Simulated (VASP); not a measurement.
Runs of VASP 6.6.1 on MgS. The structure is that of space group Fm-3m (No. 225), or close to it. The cells are those of the table. 

| level | potentials or basis | cell | k mesh | cutoff (eV) | smearing | dipole correction | grid for exact exchange (PRECFOCK) | share of exact exchange | tolerance level | purpose | gap on the mesh (eV) | pressure (GPa) |
| --- | --- | --- | --- | --- | --- | --- | --- | --- | --- | --- | --- | --- |
| PBEsol | VASP PAW PBE potentials, release 64 (S, Mg) | a = 3.679 Å, angles 60.0°, 2 atoms | 9 × 9 × 9 | 520 | fermi-dirac 0.01 eV | no | - | - | - | - | (a) | (b) |
| r2SCAN | VASP PAW PBE potentials, release 64 (S, Mg_sv) | a = 3.751 Å, angles 60.0°, 2 atoms | 9 × 9 × 9 | 920 | fermi-dirac 0.05 eV | no | - | - | - | - | 3.50 | -4.1 |
| PBE0 | VASP PAW PBE potentials, release 64 (S, Mg_sv) | a = 3.751 Å, angles 60.0°, 2 atoms | 4 × 4 × 4 | 620 | fermi-dirac 0.05 eV | no | Normal | 0.25 | - | - | 4.44 | -4.4 |
| PBE exchange alone | VASP PAW PBE potentials, release 64 (S, Mg) | a = 3.416 Å, angles 60.0°, 2 atoms | 9 × 9 × 9 | 520 | fermi-dirac 0.1 eV | no | - | - | - | - | 3.53 | 41.2 |
| LAK | VASP PAW PBE potentials, release 64 (S, Mg) | a = 3.679 Å, angles 60.0°, 2 atoms | 27 × 27 × 27 | 520 | tetrahedron | - | - | - | standard | density of states | 3.73 | 0.2 |
| revPBE+D4 | VASP PAW PBE potentials, release 64 (S, Mg) | a = 3.668, b = 3.725, c = 3.754 Å, angles 58.1, 59.6, 58.5°, 2 atoms | 7 × 7 × 7 | 520 | methfessel-paxton 0.1 eV | no | - | - | - | - | 2.85 | -2.6 |
| r2SCAN0+D3(BJ) | VASP PAW PBE potentials, release 64 (S, Mg) | a = 3.679 Å, angles 60.0°, 2 atoms | 5 × 5 × 5 | 520 | gaussian 0.01 eV | no | Normal | 0.25 | - | - | 5.36 | -3.2 |

Alike in all rows: no spin polarisation.

Question: Estimate the missing entries.

Answer: (a) 2.83; (b) -1.1.

Caveats: some runs use coarse meshes; the PAW data sets were made with another functional, which shifts forces and pressure a little (at least some runs); an odd mesh through Γ misses points on the zone boundary, where band edges can lie (at least some runs); the cell stands under tension (at least some runs); the cell stands under pressure (at least some runs).

The runs don't all hold the same shells in valence.
